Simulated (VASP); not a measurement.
# MgO (P1) in VASP: single point with PBE

Aim: the single point of MgO with PBE.

Program: VASP 6.6.1. These are calculated values, not measurements. Logs are shortened: lines on timing, memory, paths and dates and some standing lists are left out, and cuts for length are marked.

## (1) The cell of the first run

The typed cell holds 4 atoms: a = 3.308 Å, b = 3.308 Å, c = 4.983 Å, α = 90.00°, β = 90.00°, γ = 120.00°.

## (2) Single point, PBE (one atom moved)

The input, INCAR:

```
  ALGO = Normal
  EDIFF = 1E-7
  ENCUT = 520
  GGA = PE
  ISIF = 2
  ISMEAR = 0
  LASPH = T
  LCHARG = F
  LREAL = F
  LWAVE = F
  NBANDS = 16
  NELM = 60
  PREC = Accurate
  SIGMA = 0.02
```

The input, KPOINTS:

```
k-points
0
Gamma
  9 9 6
```

The input, POSCAR:

```
MgO
1.0
    3.3077869865      0.0000000000      0.0000000000
   -1.6538934933      2.8646275606      0.0000000000
    0.0000000000      0.0000000000      4.9828816700
Mg O
2 2
Direct
    0.3627701481      0.7288597461     -0.0640529501
    0.6666666700      0.3333333300      0.5021597400
    0.3333333300      0.6666666700      0.4024402600
    0.6666666700      0.3333333300      0.9024402600
```

Potentials or basis: VASP PAW PBE potentials, release 64 (Mg, O).

On the command line:

```sh
$ cat potpaw_PBE.64/Mg/POTCAR potpaw_PBE.64/O/POTCAR > POTCAR
$ mpirun -np 1 vasp_std > vasp.out
```

OUTCAR:

```text
EDIFF = 1E-7
   ENCUT = 520
   GGA = PE
   ISIF = 2
   ISMEAR = 0
   LASPH = T
   LREAL = F
   NELM = 60
   PREC = Accurate

 ion  position               nearest neighbor table
   1  0.363  0.729  0.936-   4 1.74   4 2.01   4 2.02   3 2.33   3 2.66   2 2.77   2 2.95   2 2.95
                             2 3.31   2 3.46   2 3.46
   2  0.667  0.333  0.502-   3 1.97   3 1.97   3 1.97   4 1.99   1 2.77   1 2.95   1 2.95   1 3.31
                             1 3.46   1 3.46
   3  0.333  0.667  0.402-   2 1.97   2 1.97   2 1.97   1 2.33   1 2.66
   4  0.667  0.333  0.902-   1 1.74   2 1.99   1 2.01   1 2.02

  LATTYP: Found a hexagonal cell.
 ALAT       =     3.3077869865
 C/A-ratio  =     1.5064094787

  Lattice vectors:

 A1 = (   3.3077869865,   0.0000000000,   0.0000000000)
 A2 = (  -1.6538934933,   2.8646275606,   0.0000000000)
 A3 = (   0.0000000000,   0.0000000000,   4.9828816700)

Analysis of symmetry for initial positions (statically):
=====================================================================
 Subroutine PRICEL returns:
 Original cell was already a primitive cell.

 Routine SETGRP: Setting up the symmetry group for a
 hexagonal supercell.

 Subroutine GETGRP returns: Found  1 space group operations
 (whereof  1 operations were pure point group operations)
 out of a pool of 24 trial point group operations.

The static configuration has the point symmetry C_1 .

Analysis of symmetry for dynamics (positions and initial velocities):
=====================================================================
 Subroutine PRICEL returns:
 Original cell was already a primitive cell.

 Routine SETGRP: Setting up the symmetry group for a
 hexagonal supercell.

 Subroutine GETGRP returns: Found  1 space group operations
 (whereof  1 operations were pure point group operations)
 out of a pool of 24 trial point group operations.

The dynamic configuration has the point symmetry C_1 .

 Subroutine INISYM returns: Found  1 space group operations
 (whereof  1 operations are pure point group operations),
 and found     1 'primitive' translations

----------------------------------------------------------------------------------------

                                     Primitive cell

  volume of cell :      47.2157

  direct lattice vectors                    reciprocal lattice vectors
     3.307786987  0.000000000  0.000000000     0.302316928  0.174542760  0.000000000
    -1.653893493  2.864627561  0.000000000     0.000000000  0.349085519  0.000000000
     0.000000000  0.000000000  4.982881670     0.000000000  0.000000000  0.200687086

  length of vectors
     3.307786987  3.307786987  4.982881670     0.349085519  0.349085519  0.200687086

  position of ions in fractional coordinates (direct lattice)
     0.362770148  0.728859746  0.935947050
     0.666666670  0.333333330  0.502159740
     0.333333330  0.666666670  0.402440260
     0.666666670  0.333333330  0.902440260

  ion indices of the primitive-cell ions
   primitive index   ion index
                 1           1
                 2           2
                 3           3
                 4           4

----------------------------------------------------------------------------------------

 KPOINTS: k-points

Automatic generation of k-mesh.
 Grid dimensions read from file:
 generate k-points for:    9    9    6

 Generating k-lattice:

  Cartesian coordinates                     Fractional coordinates (reciprocal lattice)
     0.033590770  0.019393640  0.000000000     0.111111111 -0.000000000  0.000000000
     0.000000000  0.038787280  0.000000000     0.000000000  0.111111111  0.000000000
     0.000000000  0.000000000  0.033447848     0.000000000  0.000000000  0.166666667

  Length of vectors
     0.038787280  0.038787280  0.033447848

  Shift w.r.t. Gamma in fractional coordinates (k-lattice)
     0.000000000  0.000000000  0.000000000

 Subroutine IBZKPT returns following result:
 ===========================================

 Found    244 irreducible k-points:

 Following reciprocal coordinates:
            Coordinates               Weight
  0.000000  0.000000  0.000000      1.000000
  0.111111  0.000000  0.000000      2.000000
  0.000000  0.111111  0.000000      2.000000
 -0.111111  0.111111  0.000000      2.000000
  0.222222  0.000000  0.000000      2.000000
  0.000000  0.222222  0.000000      2.000000
[... 16 lines left out ...]
  0.333333  0.111111  0.000000      2.000000
 -0.111111  0.444444  0.000000      2.000000
 [... further k-points ...]
   k-points           NKPTS =    244   k-points in BZ     NKDIM =    244   number of bands    NBANDS=     16
   number of dos      NEDOS =    301   number of ions     NIONS =      4
   total plane-waves  NPLWV =  31360
   dimension x,y,z NGX =    28 NGY =   28 NGZ =   40
   dimension x,y,z NGXF=    56 NGYF=   56 NGZF=   80
   ions per type =               2   2
   NGX,Y,Z   is equivalent  to a cutoff of  14.07, 14.07, 13.35 a.u.
   NGXF,Y,Z  is equivalent  to a cutoff of  28.15, 28.15, 26.69 a.u.
 SYSTEM =  unknown system
   PREC   = accura    normal or accurate (medium, high low for compatibility)
   ISTART =      0    job   : 0-new  1-cont  2-samecut
   ICHARG =      2    charge: 1-file 2-atom 10-const
   ISPIN  =      1    spin polarized calculation?
   LNONCOLLINEAR =      F non collinear calculations
   LSORBIT =      F    spin-orbit coupling
   LASPH  =      T    aspherical Exc in radial PAW
   ENCUT  =  520.0 eV  38.22 Ry    6.18 a.u.   6.15  6.15  9.26*2*pi/ulx,y,z
   NELM   =     60;   NELMIN=  2; NELMDL= -5     # of ELM steps
   EDIFF  = 0.1E-06   stopping-criterion for ELM
   LREAL  =      F    real-space projection
   EDIFFG = 0.1E-05   stopping-criterion for IOM
   NSW    =      0    number of steps for IOM
   IBRION =     -1    ionic relax: 0-MD 1-quasi-New 2-CG
   NFREE  =      0    steps in history (QN), initial steepest desc. (CG)
   ISIF   =      2    stress and relaxation
   ISYM   =      2    0-nonsym 1-usesym 2-fastsym
   POTIM  = 0.5000    time-step for ionic-motion
   TEBEG  =    0.0;   TEEND  =   0.0 temperature during run
   PSTRESS=    0.0 pullay stress
   NELECT =      16.0000    total number of electrons
   NUPDOWN=      -1.0000    fix difference up-down
   EMIN   =  10.00;   EMAX   =-10.00  energy-range for DOS
   EFERMI =   0.00;   METHOD = LEGACY
   ISMEAR =     0;   SIGMA  =   0.02  broadening in eV -4-tet -1-fermi 0-gaus
   EFERMI_NEDOS =   21; number of points for ismear=-14 and -15
   IALGO  =     38    algorithm
   IMIX   =      4    mixing-type and parameters
     AMIX     =   0.40;   BMIX     =  1.00
     AMIX_MAG =   1.60;   BMIX_MAG =  1.00
  volume/ion in A,a.u.               =      11.80        79.66
  Fermi-wavevector in a.u.,A,eV,Ry     =   1.141351  2.156842 17.724080  1.302683
  Thomas-Fermi vector in A             =   2.278052
   LORBIT       =      0    0 simple, 1 ext, 2 COOP (PROOUT), +10 PAW based schemes
   GGA     = PE    functional components
   LHFCALC =     F    Hartree Fock is set to
   AEXX    =    0.0000 exact exchange contribution
   IVDW    =     0    specifies the selected vdW correction
   LEPSILON=     F    determine dielectric tensor
   LRPA    =     F    only Hartree local field effects (RPA)
 non-spin polarized calculation
 Gauss-broadening in eV      SIGMA  =   0.02
  energy-cutoff  :      520.00
  volume of cell :       47.22
 maximum number of plane-waves:      1303
 NGX is ok and might be reduce to    28
   NGX = 13   NGY = 13   NGZ = 19

 number of electron      15.9999997 magnetization

 Free energy of the ion-electron system (eV)
  ---------------------------------------------------
  ext. energy  EPLUGINS =         0.00000000
  ---------------------------------------------------
  free energy    TOTEN  =       -22.80768699 eV

  energy without entropy =      -22.80768699  energy(sigma->0) =      -22.80768699

 E-fermi :   1.4451     XC(G=0):  -9.7368

 val. band max:        1.3390372431   @ k =   0.0000   0.0000   0.0000
 cond. band min:       4.4999677516   @ k =   0.0000   0.0000   0.0000
 fundamental gap:      3.1609305085
 Fermi energy:         1.4451092298

 k-point     1 :       0.0000    0.0000    0.0000
  band No.  band energies     occupation
      1     -15.3735      2.00000
      2     -14.1489      2.00000
      3      -2.1706      2.00000
      4      -0.1841      2.00000
      5       0.0377      2.00000
      6       0.9516      2.00000
[... 8 lines left out ...]
     15      17.2497      0.00000
     16      17.4760      0.00000

 k-point     2 :       0.1111    0.0000    0.0000
  band No.  band energies     occupation
      1     -15.3182      2.00000
      2     -14.1211      2.00000
      3      -2.0553      2.00000
      4      -0.3744      2.00000
      5      -0.1260      2.00000
      6       0.6196      2.00000
[... 8 lines left out ...]
     15      17.0122      0.00000
     16      17.3003      0.00000

 k-point     3 :       0.0000    0.1111    0.0000
  band No.  band energies     occupation
      1     -15.3161      2.00000
      2     -14.1209      2.00000
      3      -2.0557      2.00000
      4      -0.4591      2.00000
      5      -0.0069      2.00000
      6       0.6043      2.00000
[... 8 lines left out ...]
     15      16.8949      0.00000
     16      17.3936      0.00000

 k-point     4 :      -0.1111    0.1111    0.0000
  band No.  band energies     occupation
      1     -15.3183      2.00000
      2     -14.1211      2.00000
      3      -2.0553      2.00000
      4      -0.3662      2.00000
      5      -0.1355      2.00000
      6       0.6196      2.00000
[... 8 lines left out ...]
     15      17.0204      0.00000
     16      17.2882      0.00000
[... 324 lines left out ...]
 k-point    22 :       0.3333   -0.1111    0.0000
  band No.  band energies     occupation
      1     -15.0614      2.00000
      2     -14.0000      2.00000
      3      -1.5327      2.00000
      4      -1.2957      2.00000
      5      -0.6302      2.00000
      6      -0.1583      2.00000
[... 8 lines left out ...]
     15      15.1012      0.00000
     16      17.2085      0.00000

 k-point    23 :       0.3333    0.1111    0.0000
  band No.  band energies     occupation
      1     -14.9071      2.00000
      2     -13.9381      2.00000
      3      -1.9387      2.00000
      4      -0.9353      2.00000
      5      -0.7879      2.00000
      6      -0.4315      2.00000
[... 8 lines left out ...]
     15      14.6772      0.00000
     16      17.0201      0.00000

 k-point    24 :      -0.1111    0.4444    0.0000
  band No.  band energies     occupation
      1     -14.8939      2.00000
      2     -13.9386      2.00000
      3      -1.9522      2.00000
      4      -0.9328      2.00000
      5      -0.7727      2.00000
      6      -0.3486      2.00000
[... 8 lines left out ...]
     15      14.6497      0.00000
     16      17.1074      0.00000

 [... further k-points ...]

------------------------ aborting loop because EDIFF is reached ----------------------------------------

  FORCE on cell =-STRESS in cart. coord.  units (eV):
  Direction    XX          YY          ZZ          XY          YZ          ZX
  --------------------------------------------------------------------------------------
  -------------------------------------------------------------------------------------
  Total        0.5749347      6.4778827     -0.8006672      0.0624300     -0.7788814      0.0072622
  in kB       19.5093502    219.8150333    -27.1691673      2.1184471    -26.4299071      0.2464296
  external PRESSURE =      70.7184054 kB  Pullay stress =       0.0000000 kB

 VOLUME and BASIS-vectors are now :
 -----------------------------------------------------------------------------
  energy-cutoff  :      520.00
  volume of cell :       47.22
      direct lattice vectors                 reciprocal lattice vectors
     3.307786987  0.000000000  0.000000000     0.302316928  0.174542760  0.000000000
    -1.653893493  2.864627561  0.000000000     0.000000000  0.349085519  0.000000000
     0.000000000  0.000000000  4.982881670     0.000000000  0.000000000  0.200687086

 POSITION                                       TOTAL-FORCE (eV/Angst)
 -----------------------------------------------------------------------------------
     -0.00549      2.08791      4.66371         0.036439     -3.882336      2.110867
      1.65389      0.95488      2.50220        -0.002670      0.181122     -1.599897
     -0.00000      1.90975      2.00531        -0.005553      0.180456      0.412166
      1.65389      0.95488      4.49675        -0.028216      3.520757     -0.923136
 -----------------------------------------------------------------------------------
    total drift:                               -0.000010      0.000271      0.000869

  FREE ENERGIE OF THE ION-ELECTRON SYSTEM (eV)
  ---------------------------------------------------
  free  energy   TOTEN  =       -22.8076869900 eV

  energy  without entropy=      -22.8076869900  energy(sigma->0) =      -22.80768699
```

Wall time 4.6 min (1 thread of Intel Xeon 8259CL, shared host); peak memory 0.31 GiB.

Results:

* Free energy: -22.8077 eV
* Pressure: 7.1 GPa
* Largest force: 4.419 eV/Å
* Band gap on the k mesh: 3.16 eV

Forces in eV/Å, atoms in the order of the input:
```
Mg   0.036 -3.882  2.111
Mg  -0.003  0.181 -1.600
O   -0.006  0.180  0.412
O   -0.028  3.521 -0.923
```

Caveat: the cell differs from its parent crystal (one atom moved); the stress differs along the axes, from -3 to 22 GPa; forces of over 1 eV/Å act on the atoms, so gaps and moduli don't describe the material at rest.
